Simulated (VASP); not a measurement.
# BiPt2 (P6/mmm) in VASP: single point with PBE

Aim: the single point of BiPt2 with PBE.

Program: VASP 6.6.1. These are calculated values, not measurements. Logs are shortened: lines on timing, memory, paths and dates and some standing lists are left out, and cuts for length are marked.

### 1 The cell of the first run

The structure is hexagonal, space group P6/mmm (No. 191). Conventional cell: a = 4.457 Å, b = 4.457 Å, c = 3.712 Å, α = 90.00°, β = 90.00°, γ = 120.00°. Bi (site symmetry 6/mmm) has 12 Pt at 3.17 Å and 2 Bi at 3.71 Å within 4.2 Å. Within 3.4 Å of Pt (site symmetry -6m2) lie 3 Pt at 2.57 Å and 6 Bi at 3.17 Å.

### 2 Single point, PBE

File INCAR:

```
SYSTEM = BiPt2
PREC     = Accurate       ! precision mode
ENCUT    = 520            ! plane-wave cutoff, eV
EDIFF    = 1E-6           ! SCF threshold, eV
ISMEAR   = 0              ! smearing method
SIGMA    = 0.1            ! smearing width, eV
LREAL    = .FALSE.        ! projectors in reciprocal space
LASPH    = .TRUE.         ! aspherical terms in the spheres
NELM     = 80             ! most SCF steps
ALGO     = Fast           ! electronic algorithm
ISIF     = 2              ! what is computed and relaxed
LWAVE    = .FALSE.        ! write WAVECAR
LCHARG   = .FALSE.        ! write CHGCAR
GGA      = PE             ! functional
NBANDS   = 24             ! bands
```

File KPOINTS:

```
Automatic mesh
0
G
  12 12 12
  0 0 0
```

File POSCAR:

```
BiPt2
1.0
    4.4572124389      0.0000000000      0.0000000000
   -2.2286062194      3.8600592021      0.0000000000
    0.0000000000      0.0000000000      3.7124422234
Bi Pt
1 2
Direct
    0.0000000000      0.0000000000      0.0000000000
    0.3333333333      0.6666666667      0.5000000000
    0.6666666667      0.3333333333      0.5000000000
```

Potentials or basis: VASP PAW PBE potentials, release 64 (Bi_d, Pt).

On the command line:

```
$ cat potpaw_PBE.64/Bi_d/POTCAR potpaw_PBE.64/Pt/POTCAR > POTCAR
$ mpirun -np 1 vasp_std > vasp.out
```

OUTCAR:

```text
SYSTEM = BiPt2
   PREC = Accurate
   ENCUT = 520
   EDIFF = 1E-6
   ISMEAR = 0
   LREAL = .FALSE.
   LASPH = .TRUE.
   NELM = 80
   ISIF = 2
   GGA = PE

 ion  position               nearest neighbor table
   1  0.000  0.000  0.000-   2 3.17   3 3.17   2 3.17   3 3.17   2 3.17   2 3.17   3 3.17   3 3.17
                             3 3.17   3 3.17   2 3.17   2 3.17
   2  0.333  0.667  0.500-   3 2.57   3 2.57   3 2.57   1 3.17   1 3.17   1 3.17   1 3.17   1 3.17
                             1 3.17
   3  0.667  0.333  0.500-   2 2.57   2 2.57   2 2.57   1 3.17   1 3.17   1 3.17   1 3.17   1 3.17
                             1 3.17

  LATTYP: Found a hexagonal cell.
 ALAT       =     4.4572124389
 C/A-ratio  =     0.8329067269

  Lattice vectors:

 A1 = (   4.4572124389,   0.0000000000,   0.0000000000)
 A2 = (  -2.2286062194,   3.8600592021,   0.0000000000)
 A3 = (   0.0000000000,   0.0000000000,   3.7124422234)

Analysis of symmetry for initial positions (statically):
=====================================================================
 Subroutine PRICEL returns:
 Original cell was already a primitive cell.

 Routine SETGRP: Setting up the symmetry group for a
 hexagonal supercell.

 Subroutine GETGRP returns: Found 24 space group operations
 (whereof 24 operations were pure point group operations)
 out of a pool of 24 trial point group operations.

The static configuration has the point symmetry D_6h.

Analysis of symmetry for dynamics (positions and initial velocities):
=====================================================================
 Subroutine PRICEL returns:
 Original cell was already a primitive cell.

 Routine SETGRP: Setting up the symmetry group for a
 hexagonal supercell.

 Subroutine GETGRP returns: Found 24 space group operations
 (whereof 24 operations were pure point group operations)
 out of a pool of 24 trial point group operations.

The dynamic configuration has the point symmetry D_6h.

 Subroutine INISYM returns: Found 24 space group operations
 (whereof 24 operations are pure point group operations),
 and found     1 'primitive' translations

----------------------------------------------------------------------------------------

                                     Primitive cell

  volume of cell :      63.8730

[... 86 lines left out ...]
   LSORBIT =      F    spin-orbit coupling
   LASPH  =      T    aspherical Exc in radial PAW
   ENCUT  =  520.0 eV  38.22 Ry    6.18 a.u.   8.29  8.29  6.90*2*pi/ulx,y,z
   NELM   =     80;   NELMIN=  2; NELMDL= -5     # of ELM steps
   EDIFF  = 0.1E-05   stopping-criterion for ELM
   LREAL  =      F    real-space projection
   EDIFFG = 0.1E-04   stopping-criterion for IOM
   NSW    =      0    number of steps for IOM
   IBRION =     -1    ionic relax: 0-MD 1-quasi-New 2-CG
   NFREE  =      0    steps in history (QN), initial steepest desc. (CG)
   ISIF   =      2    stress and relaxation
   ISYM   =      2    0-nonsym 1-usesym 2-fastsym
   POTIM  = 0.5000    time-step for ionic-motion
   TEBEG  =    0.0;   TEEND  =   0.0 temperature during run
   PSTRESS=    0.0 pullay stress
   NELECT =      35.0000    total number of electrons
   NUPDOWN=      -1.0000    fix difference up-down
   EMIN   =  10.00;   EMAX   =-10.00  energy-range for DOS
   EFERMI =   0.00;   METHOD = LEGACY
   ISMEAR =     0;   SIGMA  =   0.10  broadening in eV -4-tet -1-fermi 0-gaus
   EFERMI_NEDOS =   21; number of points for ismear=-14 and -15
   IALGO  =     68    algorithm
   IMIX   =      4    mixing-type and parameters
     AMIX     =   0.40;   BMIX     =  1.00
     AMIX_MAG =   1.60;   BMIX_MAG =  1.00
  volume/ion in A,a.u.               =      21.29       143.68
  Fermi-wavevector in a.u.,A,eV,Ry     =   1.339652  2.531574 24.417916  1.794666
  Thomas-Fermi vector in A             =   2.468026
   LORBIT       =      0    0 simple, 1 ext, 2 COOP (PROOUT), +10 PAW based schemes
   GGA     = PE    functional components
   LHFCALC =     F    Hartree Fock is set to
   AEXX    =    0.0000 exact exchange contribution
   IVDW    =     0    specifies the selected vdW correction
   LEPSILON=     F    determine dielectric tensor
   LRPA    =     F    only Hartree local field effects (RPA)
 non-spin polarized calculation
 RMM-DIIS sequential band-by-band and
 Gauss-broadening in eV      SIGMA  =   0.10
  energy-cutoff  :      520.00
  volume of cell :       63.87
 maximum number of plane-waves:      1742
 NGX is ok and might be reduce to    36
   NGX = 17   NGY = 17   NGZ = 13

 number of electron      35.0000009 magnetization

 Free energy of the ion-electron system (eV)
  ---------------------------------------------------
  ext. energy  EPLUGINS =         0.00000000
  ---------------------------------------------------
  free energy    TOTEN  =       -15.82776512 eV

  energy without entropy =      -15.81263666  energy(sigma->0) =      -15.82020089

 E-fermi :   8.8422     XC(G=0): -11.6550

 val. band max:        8.8367138037   @ k =   0.2500   0.0833   0.3333
 cond. band min:       8.8425477705   @ k =   0.3333   0.0833   0.3333
 fundamental gap:      0.0058339668
 Fermi energy:         8.8421699784

 k-point     1 :       0.0000    0.0000    0.0000
  band No.  band energies     occupation
      1     -14.2877      2.00000
      2     -14.2221      2.00000
      3     -14.2221      2.00000
      4     -14.2094      2.00000
      5     -14.2094      2.00000
      6      -3.6420      2.00000
[... 637 lines left out ...]
     23      16.5981      0.00000
     24      17.0319      0.00000

 [... further k-points ...]

------------------------ aborting loop because EDIFF is reached ----------------------------------------

  FORCE on cell =-STRESS in cart. coord.  units (eV):
  Direction    XX          YY          ZZ          XY          YZ          ZX
  --------------------------------------------------------------------------------------
  -------------------------------------------------------------------------------------
  Total       -0.1039045     -0.1039045     -0.0695196     -0.0000000     -0.0000000      0.0000000
  in kB       -2.6063214     -2.6063214     -1.7438173     -0.0000000     -0.0000000      0.0000000
  external PRESSURE =      -2.3188200 kB  Pullay stress =       0.0000000 kB

 VOLUME and BASIS-vectors are now :
 -----------------------------------------------------------------------------
  energy-cutoff  :      520.00
  volume of cell :       63.87
      direct lattice vectors                 reciprocal lattice vectors
     4.457212439  0.000000000  0.000000000     0.224355472  0.129531692  0.000000000
    -2.228606219  3.860059202  0.000000000     0.000000000  0.259063384  0.000000000
     0.000000000  0.000000000  3.712442223     0.000000000  0.000000000  0.269364461

 POSITION                                       TOTAL-FORCE (eV/Angst)
 -----------------------------------------------------------------------------------
      0.00000      0.00000      0.00000         0.000000      0.000000     -0.000000
     -0.00000      2.57337      1.85622        -0.000000      0.000000      0.000000
      2.22861      1.28669      1.85622         0.000000      0.000000     -0.000000
 -----------------------------------------------------------------------------------
    total drift:                                0.000000     -0.000000     -0.000000

  FREE ENERGIE OF THE ION-ELECTRON SYSTEM (eV)
  ---------------------------------------------------
  free  energy   TOTEN  =       -15.8277651206 eV

  energy  without entropy=      -15.8126366632  energy(sigma->0) =      -15.82020089
```

Wall time 85 s (1 thread of Intel Xeon Platinum 8559C (Emerald Rapids), shared host); peak memory 0.32 GiB.

What came out:

* Free energy: -15.8278 eV
* Pressure: -0.2 GPa

Caveat: spin-orbit coupling is left out, which moves the levels of the heavy elements.
